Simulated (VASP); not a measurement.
LiHI2:

```xyz
4
Lattice="1.9494 1.1255 5.6244 -1.9494 1.1255 5.6244 0.0000 -2.2510 5.6244" Properties=species:S:1:pos:R:3 pbc="T T T"
Li    0.0000    0.0000    0.0000
H     0.0000    0.0000    8.4366
I     0.0000    0.0000    6.7916
I     0.0000    0.0000   10.0816
```

This cell differs from its parent crystal: F replaced by I, lengths x 1.360, strained.

Base run:

- Program: VASP 6.6.1
- Functional: PBEsol
- Potentials or basis: VASP PAW PBE potentials, release 64 (Li_sv, H, I)
- Cutoff: 520 eV
- k mesh: 9 × 9 × 9
- Occupations: gaussian, width 0.02 eV
- Spin: no spin polarisation

Its results: band gap on the k mesh 1.45 eV (least direct gap 2.73 eV); largest force 1.148 eV/Å.

Task: The run is repeated on the same cell with these changes: k mesh from 9 × 9 × 9 to 6 × 6 × 6; occupations from gaussian, width 0.02 eV to gaussian, width 0.1 eV. What comes out?

Result: Band gap on the k mesh 1.57 eV (least direct gap 2.70 eV); largest force 1.149 eV/Å.

Caveats: the PAW data sets were made with another functional, which shifts forces and pressure a little; spin-orbit coupling is left out, which moves the levels of the heavy elements; an odd mesh through Γ misses points on the zone boundary, where band edges can lie (at least some runs).
